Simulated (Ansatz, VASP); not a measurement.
**One calculation of MgO, two programs**

```
Mg O
1.0
     0.00000    2.16029    2.16029
     2.16029    0.00000    2.16029
     2.16029    2.16029    0.00000
Mg O
1 1
Direct
  0.03155 0.03155 0.96845
  0.45208 0.45208 0.54792
```

Change from the starting cell: mode 6 frozen in at -0.202 Å, equal normal strain along x, y and z +0.0250.

Alike in both runs: task single point; functional PBEsol; k mesh 10 × 10 × 10; occupations gaussian, width 0.05 eV; no spin polarisation.

|  | VASP | Ansatz |
| --- | --- | --- |
| version | VASP 6.6.1 | Ansatz 0.2.0 |
| potentials or method | VASP PAW PBE potentials, release 64 (Mg, O), cutoff 520 eV | scalar-relativistic, plane waves, PAW |
| valence electrons in the cell | 8 | 16 |

|  | VASP | Ansatz | Ansatz less VASP |
| --- | --- | --- | --- |
| gap on the k mesh at the Fermi level (eV) | 3.93 | 3.94 | +0.005 |
| least direct gap on the mesh (eV) | 3.93 | 3.94 | +0.005 |
| pressure (GPa) | -0.1 | 0.2 | +0.34 |
| traceless stress, the component that is largest in VASP (GPa) | 23.53 | 23.03 | -0.509 |
| rms of the force components (eV/Å) | 1.520 | 1.493 | -0.0279 |

VASP's potentials were made for PBE, not for PBEsol, and Ansatz warns of the same on its side. Atom by atom the forces differ by 0.028 eV/Å (rms over components). The functional is the same, so the differences come from potentials, cutoffs and numerics. VASP's potentials hold 8 valence electrons a cell and Ansatz's 16, so a difference there can come from the potentials and not from the codes.
